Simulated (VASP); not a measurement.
# HC24 in VASP: further runs, part 3 of 3

VASP 6.6.1. The steps go on from the part before.

## Step 4: Single point, PBE+D3(BJ)

File INCAR:

```
  ALGO = Normal
  EDIFF = 1E-6
  ENCUT = 520
  GGA = PE
  ISIF = 2
  ISMEAR = 0
  IVDW = 12
  LASPH = T
  LCHARG = T
  LELF = T
  LREAL = Auto
  LUSENCCL = F
  LVHAR = T
  LWAVE = F
  NBANDS = 128
  NELM = 60
  PREC = Accurate
  SIGMA = 0.05
```

File KPOINTS:

```
k-points
0
Gamma
  4 2 1
```

File POSCAR:

```
HC24
1.0
    7.3920000000      0.0000000000      0.0000000000
    0.0000000000     15.3639834835      0.0000000000
    0.0000000000      0.0000000000     22.0000000000
C H
48 2
Direct
    0.0000000000      0.0000000000      0.4545454545
    0.1666540855      0.0372851872      0.4734326818
    0.1666559794      0.1137167976      0.5089978636
   -0.0000148810      0.1546429676      0.5237772273
   -0.0000173160      0.2429299019      0.5416931364
    0.1666386634      0.2889696546      0.5433521364
    0.1666467803      0.3792875075      0.5312958636
   -0.0000247565      0.4216619998      0.5186391818
   -0.0000206981      0.5000302824      0.4851801364
    0.1666582792      0.5373364928      0.4663485909
    0.1666543561      0.6137883453      0.4308090909
   -0.0000108225      0.6546716228      0.4159704545
   -0.0000100108      0.7429160551      0.3979065909
    0.1666628788      0.7889884165      0.3962285909
    0.1666646374      0.8793082220      0.4083574545
   -0.0000028409      0.9216615610      0.4210485455
    0.3333261634     -0.0000171180      0.4545995909
    0.4999908009      0.0372737318      0.4734552727
    0.4999790314      0.1137119160      0.5090201364
    0.3333118236      0.1546080157      0.5238453636
    0.3332892316      0.2428997665      0.5418070000
    0.4999706439      0.2889685481      0.5435182727
    0.4999843074      0.3792962291      0.5313589545
    0.3333303571      0.4216538639      0.5186447273
    0.3333283279      0.5000267677      0.4851819091
    0.4999936418      0.5373394868      0.4663570909
    0.4999912067      0.6137897772      0.4308139091
    0.3333277868      0.6546708418      0.4159731364
    0.3333261634      0.7429127356      0.3979109091
    0.4999931006      0.7889898484      0.3962353182
    0.4999914773      0.8793056185      0.4083752727
    0.3333267045      0.9216542061      0.4210835000
    0.6666523268     -0.0000094377      0.4545903636
    0.8333313041      0.0372933231      0.4734178636
    0.8333125000      0.1137311168      0.5089773182
    0.6666477273      0.1546185599      0.5238315000
    0.6666554383      0.2428904590      0.5418616818
    0.8333329275      0.2889750568      0.5434533636
    0.8333152056      0.3793048207      0.5313454091
    0.6666492154      0.4216600471      0.5186657727
    0.6666509740      0.5000289807      0.4851893636
    0.8333131764      0.5373424157      0.4663549091
    0.8333198052      0.6137912092      0.4308115909
    0.6666555736      0.6546735103      0.4159739545
    0.6666553030      0.7429153391      0.3979104091
    0.8333231872      0.7889918661      0.3962290455
    0.8333184524      0.8793120622      0.4083550000
    0.6666578734      0.9216569398      0.4210783182
    0.0850888799      0.1874053694      0.6791005909
    0.1652086039      0.2167334405      0.6835906364
```

Potentials or basis: VASP PAW PBE potentials, release 64 (C, H).

On the command line:

```bash
> cat potpaw_PBE.64/C/POTCAR potpaw_PBE.64/H/POTCAR > POTCAR
> mpirun -np 1 vasp_std > vasp.out
```

OUTCAR:

```text
EDIFF = 1E-6
   ENCUT = 520
   GGA = PE
   ISIF = 2
   ISMEAR = 0
   IVDW = 12
   LASPH = T
   LREAL = Auto
   NELM = 60
   PREC = Accurate
 IVDW          = 12

 ion  position               nearest neighbor table
   1  0.000  0.000  0.455-  16 1.41   2 1.42  34 1.42
   2  0.167  0.037  0.473-   3 1.41  17 1.42   1 1.42
   3  0.167  0.114  0.509-   2 1.41   4 1.42  20 1.42
   4  1.000  0.155  0.524-   5 1.41   3 1.42  35 1.42
   5  1.000  0.243  0.542-   4 1.41   6 1.42  38 1.42
   6  0.167  0.289  0.543-   7 1.41   5 1.42  21 1.42
[... 40 lines left out ...]
  47  0.833  0.879  0.408-  46 1.41  48 1.42  16 1.42
  48  0.667  0.922  0.421-  33 1.41  31 1.42  47 1.42
  49  0.085  0.187  0.679-  50 0.75
  50  0.165  0.217  0.684-  49 0.75

  LATTYP: Found a simple orthorhombic cell.
 ALAT       =     7.3920000000
 B/A-ratio  =     2.0784609691
 C/A-ratio  =     2.9761904762

  Lattice vectors:

 A1 = (   7.3920000000,   0.0000000000,   0.0000000000)
 A2 = (   0.0000000000,  15.3639834835,   0.0000000000)
 A3 = (   0.0000000000,   0.0000000000,  22.0000000000)

Analysis of symmetry for initial positions (statically):
=====================================================================
 Subroutine PRICEL returns:
 Original cell was already a primitive cell.

 Routine SETGRP: Setting up the symmetry group for a
 simple orthorhombic supercell.

 Subroutine GETGRP returns: Found  1 space group operations
 (whereof  1 operations were pure point group operations)
 out of a pool of  8 trial point group operations.

The static configuration has the point symmetry C_1 .

Analysis of symmetry for dynamics (positions and initial velocities):
=====================================================================
 Subroutine PRICEL returns:
 Original cell was already a primitive cell.

 Routine SETGRP: Setting up the symmetry group for a
 simple orthorhombic supercell.

 Subroutine GETGRP returns: Found  1 space group operations
 (whereof  1 operations were pure point group operations)
 out of a pool of  8 trial point group operations.

The dynamic configuration has the point symmetry C_1 .

 Subroutine INISYM returns: Found  1 space group operations
 (whereof  1 operations are pure point group operations),
 and found     1 'primitive' translations

----------------------------------------------------------------------------------------

                                     Primitive cell

  volume of cell :    2498.5525

  direct lattice vectors                    reciprocal lattice vectors
     7.392000000  0.000000000  0.000000000     0.135281385  0.000000000  0.000000000
     0.000000000 15.363983484  0.000000000     0.000000000  0.065087287  0.000000000
     0.000000000  0.000000000 22.000000000     0.000000000  0.000000000  0.045454545

  length of vectors
     7.392000000 15.363983484 22.000000000     0.135281385  0.065087287  0.045454545

  position of ions in fractional coordinates (direct lattice)
     0.000000000  0.000000000  0.454545454
     0.166654085  0.037285187  0.473432682
     0.166655979  0.113716798  0.508997864
[... 125 lines left out ...]
 Found      6 irreducible k-points:

 Following reciprocal coordinates:
            Coordinates               Weight
  0.000000  0.000000  0.000000      1.000000
  0.250000  0.000000  0.000000      2.000000
  0.500000  0.000000  0.000000      1.000000
  0.000000  0.500000  0.000000      1.000000
  0.250000  0.500000  0.000000      2.000000
  0.500000  0.500000  0.000000      1.000000
   k-points           NKPTS =      6   k-points in BZ     NKDIM =      6   number of bands    NBANDS=    128
   number of dos      NEDOS =    301   number of ions     NIONS =     50
   total plane-waves  NPLWV = ******
   dimension x,y,z NGX =    56 NGY =  120 NGZ =  168
   dimension x,y,z NGXF=   112 NGYF=  240 NGZF=  336
   ions per type =              48   2
   NGX,Y,Z   is equivalent  to a cutoff of  12.59, 12.98, 12.70 a.u.
   NGXF,Y,Z  is equivalent  to a cutoff of  25.19, 25.97, 25.39 a.u.
 SYSTEM =  unknown system
   PREC   = accura    normal or accurate (medium, high low for compatibility)
   ISTART =      0    job   : 0-new  1-cont  2-samecut
   ICHARG =      2    charge: 1-file 2-atom 10-const
   ISPIN  =      1    spin polarized calculation?
   LNONCOLLINEAR =      F non collinear calculations
   LSORBIT =      F    spin-orbit coupling
   LASPH  =      T    aspherical Exc in radial PAW
   ENCUT  =  520.0 eV  38.22 Ry    6.18 a.u.  13.74 28.57 40.91*2*pi/ulx,y,z
   NELM   =     60;   NELMIN=  2; NELMDL= -5     # of ELM steps
   EDIFF  = 0.1E-05   stopping-criterion for ELM
   LREAL  =      T    real-space projection
   EDIFFG = 0.1E-04   stopping-criterion for IOM
   NSW    =      0    number of steps for IOM
   IBRION =     -1    ionic relax: 0-MD 1-quasi-New 2-CG
   NFREE  =      0    steps in history (QN), initial steepest desc. (CG)
   ISIF   =      2    stress and relaxation
   ISYM   =      2    0-nonsym 1-usesym 2-fastsym
   POTIM  = 0.5000    time-step for ionic-motion
   TEBEG  =    0.0;   TEEND  =   0.0 temperature during run
   PSTRESS=    0.0 pullay stress
   NELECT =     194.0000    total number of electrons
   NUPDOWN=      -1.0000    fix difference up-down
   EMIN   =  10.00;   EMAX   =-10.00  energy-range for DOS
   EFERMI =   0.00;   METHOD = LEGACY
   ISMEAR =     0;   SIGMA  =   0.05  broadening in eV -4-tet -1-fermi 0-gaus
   EFERMI_NEDOS =   21; number of points for ismear=-14 and -15
   IALGO  =     38    algorithm
   IMIX   =      4    mixing-type and parameters
     AMIX     =   0.40;   BMIX     =  1.00
     AMIX_MAG =   1.60;   BMIX_MAG =  1.00
  volume/ion in A,a.u.               =      49.97       337.22
  Fermi-wavevector in a.u.,A,eV,Ry     =   0.698413  1.319810  6.636668  0.487781
  Thomas-Fermi vector in A             =   1.782010
   LORBIT       =      0    0 simple, 1 ext, 2 COOP (PROOUT), +10 PAW based schemes
   GGA     = PE    functional components
   LHFCALC =     F    Hartree Fock is set to
   AEXX    =    0.0000 exact exchange contribution
   IVDW    =    12    specifies the selected vdW correction
   LEPSILON=     F    determine dielectric tensor
   LRPA    =     F    only Hartree local field effects (RPA)
 non-spin polarized calculation
 Gauss-broadening in eV      SIGMA  =   0.05
  energy-cutoff  :      520.00
  volume of cell :     2498.55
 maximum number of plane-waves:     67344
 NGX is ok and might be reduce to    56
   NGX = 27   NGY = 57   NGZ = 81

 number of electron     193.9999995 magnetization

 Free energy of the ion-electron system (eV)
  ---------------------------------------------------
  ext. energy  EPLUGINS =         0.00000000
  ---------------------------------------------------
  free energy    TOTEN  =      -446.96731949 eV

  energy without entropy =     -446.96728272  energy(sigma->0) =     -446.96730111

 E-fermi :  -2.6711     XC(G=0):  -2.2480

 val. band max:       -2.7926043757   @ k =   0.0000   0.0000   0.0000
 cond. band min:      -2.5497539638   @ k =   0.0000   0.0000   0.0000
 fundamental gap:      0.2428504119
 Fermi energy:        -2.6710602610

 k-point     1 :       0.0000    0.0000    0.0000
  band No.  band energies     occupation
      1     -22.3948      2.00000
      2     -22.0368      2.00000
      3     -21.9781      2.00000
      4     -20.8637      2.00000
      5     -20.8635      2.00000
      6     -20.4436      2.00000
[... 661 lines left out ...]
    108      -0.0458      0.00000
    109      -0.0456      0.00000
 [bands above 109 left out]

------------------------ aborting loop because EDIFF is reached ----------------------------------------

 Edisp (eV)   -4.36352

 E8    (eV) :    -1.3562

  FORCE on cell =-STRESS in cart. coord.  units (eV):
  Direction    XX          YY          ZZ          XY          YZ          ZX
  --------------------------------------------------------------------------------------
  -------------------------------------------------------------------------------------
  Total      10.56047    25.31013     0.08900    -0.00314    -0.04431     0.01718
  in kB       6.77182    16.22992     0.05707    -0.00201    -0.02841     0.01102
  external pressure =        7.69 kB  Pullay stress =        0.00 kB

 VOLUME and BASIS-vectors are now :
 -----------------------------------------------------------------------------
  energy-cutoff  :      520.00
  volume of cell :     2498.55
      direct lattice vectors                 reciprocal lattice vectors
     7.392000000  0.000000000  0.000000000     0.135281385  0.000000000  0.000000000
     0.000000000 15.363983484  0.000000000     0.000000000  0.065087287  0.000000000
     0.000000000  0.000000000 22.000000000     0.000000000  0.000000000  0.045454545

 POSITION                                       TOTAL-FORCE (eV/Angst)
 -----------------------------------------------------------------------------------
      0.00000      0.00000     10.00000        -0.002524      0.009955      0.009052
      1.23191      0.57285     10.41552         0.015432     -0.004362     -0.001886
      1.23192      1.74714     11.19795         0.013213     -0.004799      0.005385
      7.39189      2.37593     11.52310        -0.001726      0.000926      0.007708
      7.39187      3.73237     11.91725         0.001139     -0.003682      0.009509
      1.23179      4.43973     11.95375         0.007613      0.002098      0.013577
[... 42 lines left out ...]
      0.62898      2.87929     14.94021         0.010481      0.004663      0.001432
      1.22122      3.32989     15.03899        -0.006927     -0.013768     -0.003460
 -----------------------------------------------------------------------------------
    total drift:                                0.003356     -0.018834      0.008769

  FREE ENERGIE OF THE ION-ELECTRON SYSTEM (eV)
  ---------------------------------------------------
  free  energy   TOTEN  =      -451.3308368249 eV

  energy  without entropy=     -451.3308000561  energy(sigma->0) =     -451.33081844
```

Wall time 6.1 min (1 × NVIDIA H100 80GB with 1 thread of AMD EPYC 7R13 (Zen 3), shared host); peak memory 2.9 GiB.

Results:

| Property | Result |
| --- | --- |
| Free energy | -451.3308 eV |
| Largest force | 0.022 eV/Å |
| Band gap on the k mesh | 0.24 eV |
| Dispersion energy per atom | -0.087 eV |

Forces on the atoms (eV/Å):
```
C   -0.003  0.010  0.009
C    0.015 -0.004 -0.002
C    0.013 -0.005  0.005
C   -0.002  0.001  0.008
C    0.001 -0.004  0.010
C    0.008  0.002  0.014
C    0.007  0.005  0.017
C   -0.002  0.000  0.005
C    0.001  0.002  0.002
C    0.010  0.002  0.007
C    0.011 -0.005  0.004
C    0.000 -0.002 -0.013
C    0.001 -0.008 -0.009
C    0.011 -0.002 -0.015
C    0.017  0.010 -0.011
C   -0.001  0.005 -0.008
C    0.002  0.000 -0.005
C    0.000 -0.001 -0.003
C   -0.001 -0.002  0.000
C   -0.004 -0.003  0.007
C    0.001 -0.003  0.013
C    0.000  0.004  0.011
C   -0.002  0.004  0.005
C   -0.004  0.006  0.011
C   -0.005  0.003  0.003
C   -0.001 -0.003  0.001
C    0.000 -0.001 -0.006
C   -0.006 -0.003 -0.013
C    0.002 -0.004 -0.012
C   -0.001  0.000 -0.012
C    0.000  0.007 -0.014
C   -0.006  0.001 -0.012
C   -0.001  0.000 -0.006
C   -0.015 -0.004 -0.002
C   -0.014 -0.005  0.005
C    0.006  0.001  0.008
C   -0.002 -0.005  0.012
C   -0.010  0.001  0.015
C   -0.005  0.005  0.017
C    0.006  0.007  0.008
C    0.004  0.002  0.004
C   -0.008  0.000  0.008
C   -0.010 -0.005  0.002
C    0.004 -0.003 -0.013
C    0.000 -0.005 -0.012
C   -0.012 -0.003 -0.016
C   -0.015  0.010 -0.012
C    0.005  0.002 -0.011
H    0.010  0.005  0.001
H   -0.007 -0.014 -0.003
```

Caveat: there is no dipole correction, which matters where the two faces differ.

## Step 5: Single point, PBE+D3(BJ)

File INCAR:

```
  PREC = Accurate
  ENCUT = 520
  EDIFF = 1E-6
  ISMEAR = 0
  SIGMA = 0.05
  LREAL = Auto
  LASPH = T
  NELM = 100
  ALGO = Normal
  ISIF = 2
  LWAVE = F
  LCHARG = T
  GGA = PE
  IVDW = 12
  LELF = T
  LVHAR = T
  NBANDS = 128
  LUSENCCL = F
```

File KPOINTS:

```
regular mesh
0
Gamma
  4 2 1
```

File POSCAR:

```
HC24
1.0
    7.3920000000      0.0000000000      0.0000000000
    0.0000000000     15.3639834835      0.0000000000
    0.0000000000      0.0000000000     22.0000000000
C H
48 2
Direct
    0.0000000000      0.0000000000      0.4545454545
    0.1666500271      0.0372329872      0.4734803636
    0.1666440747      0.1143993680      0.5082844545
   -0.0000197511      0.1559257078      0.5222321818
   -0.0000227273      0.2451457335      0.5377725909
    0.1666191829      0.2912572774      0.5380464545
    0.1666321699      0.3808042365      0.5234307273
   -0.0000332792      0.4225583168      0.5098180909
   -0.0000309794      0.5000550807      0.4753879091
    0.1666424513      0.5373040793      0.4565009545
    0.1666413690      0.6144651880      0.4217045000
   -0.0000229978      0.6559549488      0.4076981818
   -0.0000211039      0.7451424959      0.3920268182
    0.1666508387      0.7912771459      0.3917455455
    0.1666539502      0.8808107620      0.4064295000
   -0.0000116342      0.9225442097      0.4200738182
    0.3333172348     -0.0000068342      0.4545862727
    0.4999814665      0.0372363717      0.4734892273
    0.4999701028      0.1143977408      0.5082903636
    0.3332972132      0.1559065722      0.5222758182
    0.3332767857      0.2451249706      0.5378543182
    0.4999648268      0.2912645021      0.5381580455
    0.4999714556      0.3808056684      0.5234701364
    0.3333120942      0.4225521335      0.5098217727
    0.3333104708      0.5000507849      0.4753891364
    0.4999771374      0.5373057716      0.4565049545
    0.4999768669      0.6144656436      0.4217072273
    0.3333120942      0.6559546885      0.4077001818
    0.3333135823      0.7451399575      0.3920288182
    0.4999799784      0.7912789683      0.3917510000
    0.4999811959      0.8808105668      0.4064416364
    0.3333161526      0.9225412807      0.4200999091
    0.6666448864      0.0000018875      0.4545751364
    0.8333250812      0.0372443124      0.4734623182
    0.8333054654      0.1144072435      0.5082627727
    0.6666360931      0.1559095662      0.5222686364
    0.6666421807      0.2451208701      0.5378965000
    0.8333170996      0.2912677565      0.5381105909
    0.8333038420      0.3808101594      0.5234587273
    0.6666344697      0.4225565594      0.5098330000
    0.6666375812      0.5000515009      0.4753925455
    0.8333028950      0.5373081147      0.4565032273
    0.8333074946      0.6144662294      0.4217051818
    0.6666425866      0.6559564459      0.4077003182
    0.6666433983      0.7451423657      0.3920295909
    0.8333112825      0.7912806606      0.3917473182
    0.8333110119      0.8808149927      0.4064271364
    0.6666479978      0.9225446002      0.4200941364
    0.1074645563      0.1680931252      0.6687832273
    0.1895764340      0.1965012526      0.6719330909
```

On the command line:

```bash
> cat potpaw_PBE.64/C/POTCAR potpaw_PBE.64/H/POTCAR > POTCAR
> mpirun -np 1 vasp_std > vasp.out
```

Wall time 5.9 min (1 × NVIDIA H100 80GB with 1 thread of AMD EPYC 7R13 (Zen 3), shared host); peak memory 2.9 GiB.

It converged, with:

* Free energy: -451.3379 eV
* Largest force: 0.022 eV/Å
* Band gap on the k mesh: 0.24 eV
* Dispersion energy per atom: -0.087 eV

Forces in eV/Å, atoms in the order of the input:
```
C   -0.004  0.010  0.010
C    0.015 -0.004  0.002
C    0.009 -0.010  0.008
C   -0.002  0.003  0.011
C   -0.002 -0.001  0.014
C   -0.001  0.000  0.007
C    0.002  0.004  0.008
C   -0.002  0.006  0.006
C    0.000  0.001 -0.002
C    0.006  0.000 -0.008
C    0.000  0.001 -0.010
C    0.000 -0.008 -0.006
C    0.000  0.000 -0.011
C   -0.004  0.004 -0.011
C    0.009  0.006  0.001
C   -0.001  0.004 -0.003
C    0.002 -0.001 -0.004
C    0.000 -0.002 -0.003
C   -0.002 -0.002  0.005
C   -0.005 -0.008  0.005
C   -0.012  0.009  0.016
C   -0.001  0.007  0.009
C   -0.001  0.016  0.005
C   -0.006  0.000  0.003
C    0.003 -0.001  0.003
C   -0.001 -0.001 -0.001
C    0.000  0.001 -0.003
C   -0.008 -0.013 -0.005
C   -0.007 -0.003 -0.014
C    0.000  0.001 -0.012
C    0.000  0.009 -0.006
C   -0.009 -0.003 -0.009
C   -0.002 -0.001 -0.005
C   -0.015 -0.003  0.002
C   -0.007 -0.010  0.009
C    0.006 -0.006  0.006
C    0.012  0.009  0.017
C    0.004 -0.005  0.009
C   -0.002  0.009  0.007
C    0.008 -0.001  0.004
C   -0.003 -0.002  0.003
C   -0.006 -0.001 -0.007
C    0.000  0.002 -0.010
C    0.010 -0.011 -0.005
C    0.007 -0.003 -0.014
C    0.003  0.004 -0.011
C   -0.008  0.007  0.001
C    0.009 -0.002 -0.009
H    0.011  0.003  0.001
H   -0.006 -0.014 -0.003
```

Levels at points of the mesh, in eV from the valence-band top:
| k point | band 95 | band 96 | band 97 | band 98 | band 99 | band 100 |
| --- | --- | --- | --- | --- | --- | --- |
| (0.00, 0.00, 0.00) | -1.86 | 0.00 | 0.00 | 0.24 | 0.24 | 1.72 |
| (0.50, 0.00, 0.00) | -2.31 | -1.47 | -1.47 | 1.50 | 1.50 | 1.70 |
| (0.00, 0.50, 0.00) | -0.88 | -0.88 | -0.88 | 1.06 | 1.06 | 1.06 |
| (0.50, 0.50, 0.00) | -2.07 | -2.07 | -2.07 | 1.86 | 1.87 | 1.87 |

Caveat: there is no dipole correction, which matters where the two faces differ.

## Step 6: The runs side by side

| cell | gap on the mesh (eV) | largest force (eV/Å) |
| --- | --- | --- |
| as given, atomic positions A | 0.24 | 0.41 |
| as given, atomic positions B | 0.24 | 0.02 |
| as given, atomic positions C | 0.24 | 0.02 |
| as given, atomic positions D | 0.24 | 0.02 |

Alike in all rows: task single point; level PBE+D3(BJ); potentials or basis VASP PAW PBE potentials, release 64 (C, H); no spin polarisation; k mesh 4 × 2 × 1; cutoff (eV) 520; smearing gaussian 0.05 eV.

Caveats: there is no dipole correction, which matters where the two faces differ.

Absolute energies hang on the potentials; compare differences alone.
